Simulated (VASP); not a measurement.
Write the native input for VASP 6.6.1 that does the following.

```
Task                   : single point
Functional             : LDA
Potentials or basis    : VASP PAW LDA potentials, release 64 (Sb)
Cutoff                 : 500 eV
k mesh                 : 6 × 6 × 6
Occupations            : fermi-dirac, width 0.1 eV
Spin                   : no spin polarisation
Dipole correction      : no
Further INCAR settings : ALGO = Normal; EDIFF = 1e-06; NBANDS = 12
```

The structure of Sb lies in POSCAR:

```
Sb
1.0
    1.4605466962      0.8432470282      4.8067846232
   -1.4605466962      0.8432470282      4.8067846232
    0.0000000000     -1.6864940564      4.8067846232
Sb
2
Direct
    0.2500005197      0.2500005197      0.2500005197
    0.7499994803      0.7499994803      0.7499994803
```

The input as run:

INCAR

```
  PREC = Accurate
  ENCUT = 500
  EDIFF = 1E-6
  ISMEAR = -1
  SIGMA = 0.1
  LREAL = False
  LASPH = True
  NELM = 120
  ALGO = Normal
  ISIF = 2
  LWAVE = False
  LCHARG = False
  NBANDS = 12
  GGA_COMPAT = False
```

KPOINTS

```
regular mesh
0
Gamma
  6 6 6
```

Potentials or basis: VASP PAW LDA potentials, release 64 (Sb).

Launch:

```bash
$ cat potpaw_LDA.64/Sb/POTCAR > POTCAR
$ mpirun -np 1 vasp_std > vasp.out
```

It gave:

The pressure is 62.0 GPa and the band gap on the k mesh is zero (band 5 reaches 22.06 eV, above the bottom of band 6 at 11.69 eV).

Caveat: the k points lie up to 0.42 Å⁻¹ apart; spin-orbit coupling is left out, which moves the levels of the heavy elements.

Run time: 44 s on 1 thread of Intel Xeon 8259CL, on a shared host, peak memory 0.2 GiB.
